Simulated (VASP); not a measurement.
Write the native input for VASP 6.6.1 that does the following.

```
Task                   : single point
Functional             : PBE
Dispersion             : D4
Potentials or basis    : VASP PAW PBE potentials, release 64 (Ba_sv, Ti_sv, O)
Cutoff                 : 600 eV
k mesh                 : 6 × 6 × 6
Occupations            : gaussian, width 0.01 eV
Spin                   : no spin polarisation
Dipole correction      : no
Further INCAR settings : ALGO = Normal; EDIFF = 1e-06; NBANDS = 28
```

The structure of BaTiO3 lies in POSCAR:

```
BaTiO3
1.0
    3.8329442289      0.0000000000      0.0000000000
    0.0000000000      3.8329442289      0.0000000000
    0.0000000000      0.0000000000      3.8503849971
Ba Ti O
1 1 3
Direct
    0.0000000000      0.0000000000      0.0000000000
    0.5000000000      0.5000000000      0.4900000000
    0.5000000000      0.5000000000      0.0190000000
    0.5000000000      0.0000000000      0.5170000000
    0.0000000000      0.5000000000      0.5170000000
```

One way to write it, as run:

INCAR

```
SYSTEM = BaTiO3
PREC = Accurate
ENCUT = 600
EDIFF = 1E-6
ISMEAR = 0
SIGMA = 0.01
LREAL = .FALSE.
LASPH = .TRUE.
NELM = 120
ALGO = Normal
ISIF = 2
LWAVE = .FALSE.
LCHARG = .FALSE.
GGA = PE
IVDW = 13
NBANDS = 28
GGA_COMPAT = .FALSE.
```

KPOINTS

```
Automatic mesh
0
G
  6 6 6
  0 0 0
```

Potentials or basis: VASP PAW PBE potentials, release 64 (Ba_sv, Ti_sv, O).

The run is started by

```bash
$ cat potpaw_PBE.64/Ba_sv/POTCAR potpaw_PBE.64/Ti_sv/POTCAR potpaw_PBE.64/O/POTCAR > POTCAR
$ mpirun -np 1 vasp_std > vasp.out
```

It gave:

The pressure is 30.2 GPa and the largest force is 0.617 eV/Å. The band gap on the k mesh is 2.02 eV (least direct gap 2.18 eV). The dispersion energy per atom is -0.248 eV.

Caveat: the cell stands under pressure; spin-orbit coupling is left out, which moves the levels of the heavy elements.

It took 56 s on 1 thread of Intel(R) Xeon(R) Platinum 8488C (Sapphire Rapids), with other jobs on the host, peak memory 0.22 GiB.
